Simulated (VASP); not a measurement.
## Re: relaxation of shape and atoms at fixed volume with r2SCAN

Re:

```
Re
1.0
     2.73017    0.00000    0.00000
    -1.36508    2.36439    0.00000
     0.00000    0.00000    4.41718
Re
2
Cartesian
  0.0000 1.5763 1.1043
  1.3651 0.7881 3.3129
```

```
Program                : VASP 6.6.1
Task                   : relaxation of shape and atoms at fixed volume
Functional             : r2SCAN
Potentials or basis    : VASP PAW PBE potentials, release 64 (Re)
Cutoff                 : 600 eV
k mesh                 : 18 × 18 × 10
Occupations            : gaussian, width 0.1 eV
Spin                   : no spin polarisation
Dipole correction      : no
Further INCAR settings : ALGO = Normal; EDIFF = 1e-07; IBRION = 2; EDIFFG = -0.01; NSW = 50; ISIF = 4
```

```
Pressure after relaxing : 13.1 GPa
Band gap on the k mesh  : zero (bands 7 and 8 overlap by 3.39 eV)
```

Final structure:
```yaml
crystal:
  lattice:
    - [2.73017, 0.00000, 0.00000]
    - [-1.36508, 2.36439, 0.00000]
    - [0.00000, 0.00000, 4.41718]
  atoms:
    - { symbol: Re, position: [0.33333, 0.66667, 0.25000] }
    - { symbol: Re, position: [0.66667, 0.33333, 0.75000] }
```

Levels at points of the mesh, in eV from the Fermi level:
```tsv
k point	band 3	band 4	band 5	band 6	band 7	band 8	band 9	band 10	band 11
(0.00, 0.00, 0.00)	-1.74	-1.69	-1.69	-0.79	-0.79	0.25	0.25	0.62	3.69
(0.50, 0.00, 0.00)	-5.72	-2.06	-1.86	-1.50	-0.65	4.35	4.77	4.92	6.59
(0.00, 0.00, 0.50)	-2.60	-2.60	-1.83	-1.83	-1.83	-1.83	2.80	2.80	2.80
(0.50, 0.00, 0.50)	-4.47	-4.47	0.46	0.46	0.99	0.99	4.68	4.68	5.19
```

It took 2 min on 1 thread of Intel(R) Xeon(R) 6975P-C (Granite Rapids) (shared host), peak memory 0.22 GiB.

Caveat: the PAW data sets were made with another functional, which shifts forces and pressure a little; spin-orbit coupling is left out, which moves the levels of the heavy elements.
